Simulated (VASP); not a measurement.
Here is a VASP 6.6.1 calculation.

INCAR

```
ALGO = Normal
EDIFF = 1E-7
ENCUT = 520
GGA = PE
ISIF = 2
ISMEAR = -1
LASPH = True
LCHARG = False
LREAL = False
LWAVE = False
NBANDS = 26
NELM = 60
PREC = Accurate
SIGMA = 0.02
```

KPOINTS

```
k-points
0
Gamma
  12 12 6
```

The input POSCAR:

```
ZnO
1.0
    2.9768608459      0.0000000000      0.0000000000
   -1.4884304230      2.5780371161      0.0000000000
    0.0000000000      0.0000000000      5.1256343879
Zn O
2 2
Direct
    0.0000000000      0.0000000000      0.0000000000
    0.0000000000      0.0000000000      0.5000000000
    0.3333333333      0.6666666667      0.2500000000
    0.6666666667      0.3333333333      0.7500000000
```

Potentials or basis: VASP PAW PBE potentials, release 64 (Zn, O).

The run is started by

```bash
$ cat potpaw_PBE.64/Zn/POTCAR potpaw_PBE.64/O/POTCAR > POTCAR
$ mpirun -np 1 vasp_std > vasp.out
```

What does it give for the band gap on the k mesh?

0.73 eV, direct.

Estimate the pressure.

9.1 GPa.

Stress tensor (GPa, compression positive):
```
8.94 0.00 0.00
0.00 8.94 0.00
0.00 0.00 9.47
```
